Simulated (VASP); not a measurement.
# SnO in VASP: notebook

The runs below take SnO through single point, with r2SCAN, PBE, HSE06.

Everything below comes from runs of VASP 6.6.1. Logs are shortened: lines on timing, memory, paths and dates and some standing lists are left out, and cuts for length are marked.

## 1. The cell of the first run

It takes space group P4/nmm (No. 129, tetragonal). The conventional cell has a = 3.586 Å, b = 3.586 Å, c = 4.498 Å, α = 90.00°, β = 90.00°, γ = 90.00°. Within 2.9 Å of Sn (site symmetry 4mm) lie 4 O at 2.15 Å. O (site symmetry -4m2) has 4 Sn at 2.15 Å and 4 O at 2.54 Å within 2.9 Å.

## 2. Single point, r2SCAN (strain -5.5%)

The input, POSCAR:

```
SnO
1.0
    3.5855702148      0.0000000000      0.0000000000
    0.0000000000      3.5855702148      0.0000000000
    0.0000000000      0.0000000000      4.4984153154
Sn O
2 2
Direct
    0.5000000000      0.0000000000      0.2654950255
    0.0000000000      0.5000000000      0.7345049745
    0.0000000000      0.0000000000      0.0000000000
    0.5000000000      0.5000000000      0.0000000000
```

The input, INCAR.step1:

```
PREC = Accurate
ENCUT = 660
ISMEAR = -1
SIGMA = 0.02
LREAL = F
LASPH = T
NELM = 120
NBANDS = 28
GGA = PE
ALGO = Normal
EDIFF = 1E-5
LWAVE = T
LCHARG = F
GGA_COMPAT = F
```

The input, INCAR.step2:

```
PREC = Accurate
ENCUT = 660
EDIFF = 1E-6
ISMEAR = -1
SIGMA = 0.02
LREAL = F
LASPH = T
NELM = 120
ALGO = Normal
ISIF = 2
LWAVE = F
LCHARG = T
METAGGA = R2SCAN
LMIXTAU = T
LELF = T
LVHAR = T
NBANDS = 28
ISTART = 1
GGA_COMPAT = F
```

The input, KPOINTS:

```
regular mesh
0
Gamma
  6 6 6
```

Potentials or basis: VASP PAW PBE potentials, release 64 (Sn_d, O).

The run is started by

```sh
cat potpaw_PBE.64/Sn_d/POTCAR potpaw_PBE.64/O/POTCAR > POTCAR
cp INCAR.step1 INCAR
mpirun -np 1 vasp_std > vasp.out
cp INCAR.step2 INCAR
mpirun -np 1 vasp_std > vasp.out
```

OUTCAR:

```text
PREC = Accurate
   ENCUT = 660
   EDIFF = 1E-6
   ISMEAR = -1
   LREAL = F
   LASPH = T
   NELM = 120
   ISIF = 2
   METAGGA = R2SCAN
   ISTART = 1

 ion  position               nearest neighbor table
   1  0.500  0.000  0.265-   3 2.15   4 2.15   4 2.15   3 2.15   2 3.30   2 3.30   2 3.30   2 3.30
                             2 3.48   2 3.48   2 3.48   2 3.48
   2  0.000  0.500  0.735-   3 2.15   4 2.15   3 2.15   4 2.15   1 3.30   1 3.30   1 3.30   1 3.30
                             1 3.48   1 3.48   1 3.48   1 3.48
   3  0.000  0.000  0.000-   1 2.15   2 2.15   2 2.15   1 2.15
   4  0.500  0.500  0.000-   1 2.15   2 2.15   1 2.15   2 2.15

  LATTYP: Found a simple tetragonal cell.
 ALAT       =     3.5855702148
 C/A-ratio  =     1.2545885441

  Lattice vectors:

 A1 = (   3.5855702148,   0.0000000000,   0.0000000000)
 A2 = (   0.0000000000,   3.5855702148,   0.0000000000)
 A3 = (   0.0000000000,   0.0000000000,   4.4984153154)

Analysis of symmetry for initial positions (statically):
=====================================================================
 Subroutine PRICEL returns:
 Original cell was already a primitive cell.

 Routine SETGRP: Setting up the symmetry group for a
 simple tetragonal supercell.

 Subroutine GETGRP returns: Found 16 space group operations
 (whereof  8 operations were pure point group operations)
 out of a pool of 16 trial point group operations.

The static configuration has the point symmetry D_2d.
 The point group associated with its full space group is D_4h.

Analysis of symmetry for dynamics (positions and initial velocities):
=====================================================================
 Subroutine PRICEL returns:
 Original cell was already a primitive cell.

 Routine SETGRP: Setting up the symmetry group for a
 simple tetragonal supercell.

 Subroutine GETGRP returns: Found 16 space group operations
 (whereof  8 operations were pure point group operations)
 out of a pool of 16 trial point group operations.

The dynamic configuration has the point symmetry D_2d.
 The point group associated with its full space group is D_4h.

 Subroutine INISYM returns: Found 16 space group operations
 (whereof  8 operations are pure point group operations),
 and found     1 'primitive' translations

----------------------------------------------------------------------------------------

                                     Primitive cell

  volume of cell :      57.8330

  direct lattice vectors                    reciprocal lattice vectors
     3.585570215  0.000000000  0.000000000     0.278895668  0.000000000  0.000000000
     0.000000000  3.585570215  0.000000000     0.000000000  0.278895668  0.000000000
     0.000000000  0.000000000  4.498415315     0.000000000  0.000000000  0.222300506

  length of vectors
     3.585570215  3.585570215  4.498415315     0.278895668  0.278895668  0.222300506

  position of ions in fractional coordinates (direct lattice)
     0.500000000  0.000000000  0.265495026
     0.000000000  0.500000000  0.734504974
     0.000000000  0.000000000  0.000000000
     0.500000000  0.500000000  0.000000000

  ion indices of the primitive-cell ions
   primitive index   ion index
                 1           1
                 2           2
                 3           3
                 4           4

----------------------------------------------------------------------------------------

 KPOINTS: regular mesh

Automatic generation of k-mesh.
 Grid dimensions read from file:
 generate k-points for:    6    6    6

 Generating k-lattice:

  Cartesian coordinates                     Fractional coordinates (reciprocal lattice)
     0.046482611  0.000000000  0.000000000     0.166666667  0.000000000  0.000000000
     0.000000000  0.046482611  0.000000000     0.000000000  0.166666667  0.000000000
     0.000000000  0.000000000  0.037050084     0.000000000  0.000000000  0.166666667

  Length of vectors
     0.046482611  0.046482611  0.037050084

  Shift w.r.t. Gamma in fractional coordinates (k-lattice)
     0.000000000  0.000000000  0.000000000

 Subroutine IBZKPT returns following result:
 ===========================================

 Found     40 irreducible k-points:

 Following reciprocal coordinates:
            Coordinates               Weight
  0.000000  0.000000  0.000000      1.000000
  0.166667  0.000000  0.000000      4.000000
  0.333333  0.000000  0.000000      4.000000
  0.500000  0.000000  0.000000      2.000000
  0.166667  0.166667  0.000000      4.000000
  0.333333  0.166667  0.000000      8.000000
[... 16 lines left out ...]
  0.333333  0.000000  0.333333      8.000000
  0.500000  0.000000  0.333333      4.000000
 [... further k-points ...]
   k-points           NKPTS =     40   k-points in BZ     NKDIM =     40   number of bands    NBANDS=     28
   number of dos      NEDOS =    301   number of ions     NIONS =      4
   total plane-waves  NPLWV =  36000
   dimension x,y,z NGX =    30 NGY =   30 NGZ =   40
   dimension x,y,z NGXF=    60 NGYF=   60 NGZF=   80
   ions per type =               2   2
   NGX,Y,Z   is equivalent  to a cutoff of  13.91, 13.91, 14.78 a.u.
   NGXF,Y,Z  is equivalent  to a cutoff of  27.82, 27.82, 29.57 a.u.
 SYSTEM =  unknown system
   PREC   = accura    normal or accurate (medium, high low for compatibility)
   ISTART =      1    job   : 0-new  1-cont  2-samecut
   ICHARG =      0    charge: 1-file 2-atom 10-const
   ISPIN  =      1    spin polarized calculation?
   LNONCOLLINEAR =      F non collinear calculations
   LSORBIT =      F    spin-orbit coupling
   LASPH  =      T    aspherical Exc in radial PAW
   ENCUT  =  660.0 eV  48.51 Ry    6.96 a.u.   7.51  7.51  9.42*2*pi/ulx,y,z
   NELM   =    120;   NELMIN=  2; NELMDL=  0     # of ELM steps
   EDIFF  = 0.1E-05   stopping-criterion for ELM
   LREAL  =      F    real-space projection
   EDIFFG = 0.1E-04   stopping-criterion for IOM
   NSW    =      0    number of steps for IOM
   IBRION =     -1    ionic relax: 0-MD 1-quasi-New 2-CG
   NFREE  =      0    steps in history (QN), initial steepest desc. (CG)
   ISIF   =      2    stress and relaxation
   ISYM   =      2    0-nonsym 1-usesym 2-fastsym
   POTIM  = 0.5000    time-step for ionic-motion
   TEBEG  =    0.0;   TEEND  =   0.0 temperature during run
   PSTRESS=    0.0 pullay stress
   NELECT =      40.0000    total number of electrons
   NUPDOWN=      -1.0000    fix difference up-down
   EMIN   =  10.00;   EMAX   =-10.00  energy-range for DOS
   EFERMI =   0.00;   METHOD = LEGACY
   ISMEAR =    -1;   SIGMA  =   0.02  broadening in eV -4-tet -1-fermi 0-gaus
   EFERMI_NEDOS =   21; number of points for ismear=-14 and -15
   IALGO  =     38    algorithm
   IMIX   =      4    mixing-type and parameters
     AMIX     =   0.40;   BMIX     =  1.00
     AMIX_MAG =   1.60;   BMIX_MAG =  1.00
  volume/ion in A,a.u.               =      14.46        97.57
  Fermi-wavevector in a.u.,A,eV,Ry     =   1.447781  2.735909 28.518755  2.096069
  Thomas-Fermi vector in A             =   2.565697
   LORBIT       =      0    0 simple, 1 ext, 2 COOP (PROOUT), +10 PAW based schemes
   METAGGA = R2SCAN    functional components
   LHFCALC =     F    Hartree Fock is set to
   AEXX    =    0.0000 exact exchange contribution
   IVDW    =     0    specifies the selected vdW correction
   LEPSILON=     F    determine dielectric tensor
   LRPA    =     F    only Hartree local field effects (RPA)
 non-spin polarized calculation
  energy-cutoff  :      660.00
  volume of cell :       57.83
 maximum number of plane-waves:      2258
   NGX = 15   NGY = 15   NGZ = 19

 number of electron      40.0000013 magnetization

 Free energy of the ion-electron system (eV)
  ---------------------------------------------------
  ext. energy  EPLUGINS =         0.00000000
  ---------------------------------------------------
  free energy    TOTEN  =       -66.41133493 eV

  energy without entropy =      -66.41082823  energy(sigma->0) =      -66.41108158

 E-fermi :   9.9090     XC(G=0): -12.1334

 val. band max:        9.8061470572   @ k =   0.1667   0.0000   0.1667
 cond. band min:       9.9301870600   @ k =   0.3333   0.3333   0.0000
 fundamental gap:      0.1240400028
 Fermi energy:         9.9089754723

 k-point     1 :       0.0000    0.0000    0.0000
  band No.  band energies     occupation
      1     -13.7410      2.00000
      2     -13.0535      2.00000
      3     -13.0054      2.00000
      4     -13.0054      2.00000
      5     -12.9974      2.00000
      6     -12.9077      2.00000
[... 20 lines left out ...]
     27      16.7729      0.00000
     28      16.8795      0.00000

 k-point     2 :       0.1667    0.0000    0.0000
  band No.  band energies     occupation
      1     -13.7289      2.00000
      2     -13.2935      2.00000
      3     -13.0059      2.00000
      4     -12.9882      2.00000
      5     -12.9779      2.00000
      6     -12.9083      2.00000
[... 20 lines left out ...]
     27      16.9569      0.00000
     28      19.3599      0.00000

 k-point     3 :       0.3333    0.0000    0.0000
  band No.  band energies     occupation
      1     -13.7011      2.00000
      2     -13.5195      2.00000
      3     -12.9932      2.00000
      4     -12.9549      2.00000
      5     -12.9421      2.00000
      6     -12.9044      2.00000
[... 20 lines left out ...]
     27      17.8241      0.00000
     28      20.4405      0.00000

 k-point     4 :       0.5000    0.0000    0.0000
  band No.  band energies     occupation
      1     -13.6458      2.00000
      2     -13.6458      2.00000
      3     -12.9663      2.00000
      4     -12.9663      2.00000
      5     -12.8909      2.00000
      6     -12.8909      2.00000
[... 578 lines left out ...]
     27      18.9757      0.00000
     28      19.5529      0.00000

 k-point    23 :       0.3333    0.0000    0.3333
  band No.  band energies     occupation
      1     -13.7061      2.00000
      2     -13.5833      2.00000
      3     -12.9867      2.00000
      4     -12.9637      2.00000
      5     -12.9413      2.00000
      6     -12.9286      2.00000
[... 20 lines left out ...]
     27      19.2424      0.00000
     28      20.7678      0.00000

 k-point    24 :       0.5000    0.0000    0.3333
  band No.  band energies     occupation
      1     -13.6890      2.00000
      2     -13.6890      2.00000
      3     -12.9791      2.00000
      4     -12.9791      2.00000
      5     -12.9357      2.00000
      6     -12.9357      2.00000
[... 20 lines left out ...]
     27      19.7371      0.00000
     28      19.7371      0.00000

 [... further k-points ...]

------------------------ aborting loop because EDIFF is reached ----------------------------------------

  FORCE on cell =-STRESS in cart. coord.  units (eV):
  Direction    XX          YY          ZZ          XY          YZ          ZX
  --------------------------------------------------------------------------------------
  -------------------------------------------------------------------------------------
  Total        6.8677570      6.8677570      3.4492143      0.0000000      0.0000000      0.0000000
  in kB      190.2608761    190.2608761     95.5552931      0.0000000      0.0000000      0.0000000
  external PRESSURE =     158.6923484 kB  Pullay stress =       0.0000000 kB

 VOLUME and BASIS-vectors are now :
 -----------------------------------------------------------------------------
  energy-cutoff  :      660.00
  volume of cell :       57.83
      direct lattice vectors                 reciprocal lattice vectors
     3.585570215  0.000000000  0.000000000     0.278895668  0.000000000  0.000000000
     0.000000000  3.585570215  0.000000000     0.000000000  0.278895668  0.000000000
     0.000000000  0.000000000  4.498415315     0.000000000  0.000000000  0.222300506

 POSITION                                       TOTAL-FORCE (eV/Angst)
 -----------------------------------------------------------------------------------
      1.79279      0.00000      1.19431         0.000000     -0.000000      0.140988
      0.00000      1.79279      3.30411        -0.000000     -0.000000     -0.140988
      0.00000      0.00000      0.00000         0.000000      0.000000      0.000000
      1.79279      1.79279      0.00000         0.000000     -0.000000      0.000000
 -----------------------------------------------------------------------------------
    total drift:                                0.000000      0.000000     -0.000000

  FREE ENERGIE OF THE ION-ELECTRON SYSTEM (eV)
  ---------------------------------------------------
  free  energy   TOTEN  =       -66.4113349310 eV

  energy  without entropy=      -66.4108282278  energy(sigma->0) =      -66.41108158
```

Wall time 5.4 min (1 thread of AMD EPYC 9R45 (Zen 5), shared host); peak memory 0.2 GiB.

What came out:

```yaml
Free_energy: -66.4113 eV
Pressure: 15.9 GPa
Largest_force: 0.141 eV/Å
Band_gap_on_the_k_mesh: zero (bands 20 and 21 overlap by 1.82 eV)
```

Forces in eV/Å, atoms in the order of the input:
```
Sn   0.000  0.000  0.141
Sn   0.000  0.000 -0.141
O    0.000  0.000  0.000
O    0.000  0.000  0.000
```

Caveat: the cell differs from its parent crystal (strain -5.5%); the cell stands under pressure; the PAW data sets were made with another functional, which shifts forces and pressure a little; spin-orbit coupling is left out, which moves the levels of the heavy elements.

(Continued in part 2 of 2.)
